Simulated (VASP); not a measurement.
Wanted: the native input for a VASP 6.6.1 run.

```
Task                   : relaxation of cell and atoms
Functional             : revPBE
Dispersion             : D3(BJ)
Potentials or basis    : VASP PAW PBE potentials, release 64 (Hf_pv)
Cutoff                 : 600 eV
k mesh                 : 9 × 9 × 5
Occupations            : fermi-dirac, width 0.1 eV
Spin                   : no spin polarisation
Target pressure        : 20 GPa
Dipole correction      : no
Further INCAR settings : ALGO = Normal; EDIFF = 1e-06; IBRION = 2; EDIFFG = -0.03; NSW = 80; ISIF = 3
```

The structure of Hf lies in POSCAR:

```
Hf
1.0
    3.1600000000      0.0000000000      0.0000000000
   -1.5800000000      2.7366402760      0.0000000000
    0.0000000000      0.0000000000      5.1602800000
Hf
2
Direct
    0.3333333333      0.6666666667      0.2500000000
    0.6666666667      0.3333333333      0.7500000000
```

One way to write it, as run:

INCAR

```
SYSTEM = Hf
  PREC = Accurate
  ENCUT = 600
  EDIFF = 1E-6
  ISMEAR = -1
  SIGMA = 0.1
  LREAL = .FALSE.
  LASPH = .TRUE.
  NELM = 100
  ALGO = Normal
  ISIF = 3
  LWAVE = .FALSE.
  LCHARG = .FALSE.
  GGA = RE
  IVDW = 12
  IBRION = 2
  NSW = 80
  EDIFFG = -0.03
  PSTRESS = 200.0
```

KPOINTS

```
Automatic mesh
0
G
  9 9 5
  0 0 0
```

Potentials or basis: VASP PAW PBE potentials, release 64 (Hf_pv).

The run is started by

```console
$ cat potpaw_PBE.64/Hf_pv/POTCAR > POTCAR
$ mpirun -np 1 vasp_std > vasp.out
```

Results of the run:

The relaxed volume is 18.82 Å³/atom. The relaxed cell is a = 3.005 Å, b = 3.005 Å, c = 4.812 Å, α = 90.00°, β = 90.00°, γ = 120.00°. The space group after relaxing (to 0.05 Å) is P6_3/mmc (No. 194). The energy change on relaxing (the enthalpy is what falls) is +146.3 meV/atom, the ionic steps are 10 and the pressure after relaxing is 20.0 GPa. The band gap on the k mesh is zero (band 10 reaches 7.50 eV, above the bottom of band 11 at 5.95 eV). The dispersion energy per atom is -0.940 eV.

Caveat: the cell is relaxed towards a set pressure, so the enthalpy falls and the energy may rise; the volume moved by over 15 % at a fixed basis, so the end points are rough; the PAW data sets were made with another functional, which shifts forces and pressure a little; spin-orbit coupling is left out, which moves the levels of the heavy elements; pairwise dispersion overbinds metals, which lowers pressure and volume.

It took 71 s on 1 thread of Intel(R) Xeon(R) 6975P-C (Granite Rapids), with other jobs on the host, peak memory 0.21 GiB.
